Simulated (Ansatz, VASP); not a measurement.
MgCdRe6H2 in VASP and in Ansatz

```
Cd Mg H Re
1.0
     2.67297    4.62971    0.00000
    -2.67297    4.62971    0.00000
     0.00000   -3.08647    5.83461
Cd Mg H Re
1 1 2 6
Direct
  0.00000 0.00000 0.00000
  0.50000 0.50000 0.50000
  0.24350 0.24350 0.73050
  0.75650 0.75650 0.26950
  0.76180 0.76620 0.83670
  0.30870 0.76180 0.83670
  0.76620 0.30870 0.83670
  0.23820 0.23380 0.16330
  0.69130 0.23820 0.16330
  0.23380 0.69130 0.16330
```

Alike in both runs: task single point; functional PBEsol; k mesh 4 × 4 × 4; occupations gaussian, width 0.1337 eV; no spin polarisation.

|  | VASP | Ansatz |
| --- | --- | --- |
| version | VASP 6.6.1 | Ansatz 0.2.0 |
| potentials or method | VASP PAW PBE potentials, release 64 (Cd, Mg, H, Re), cutoff 600 eV | PAW plane waves |
| valence electrons in the cell | 58 | 122 |

|  | VASP | Ansatz | Ansatz less VASP |
| --- | --- | --- | --- |
| gap on the k mesh at the Fermi level (eV) | none | none | - |
| rms of the force components (eV/Å) | 10.188 | 10.107 | -0.0818 |

VASP's potentials were made for PBE, not for PBEsol. Atom by atom the forces differ by 0.084 eV/Å (rms over components). A gap of «none» marks a metal or a gap that the smearing closes. VASP's potentials hold 58 valence electrons a cell and Ansatz's 122, so a difference there can come from the potentials and not from the codes. Ansatz's warnings: structure snapped to symmetry.

Neither program's run includes spin-orbit coupling.
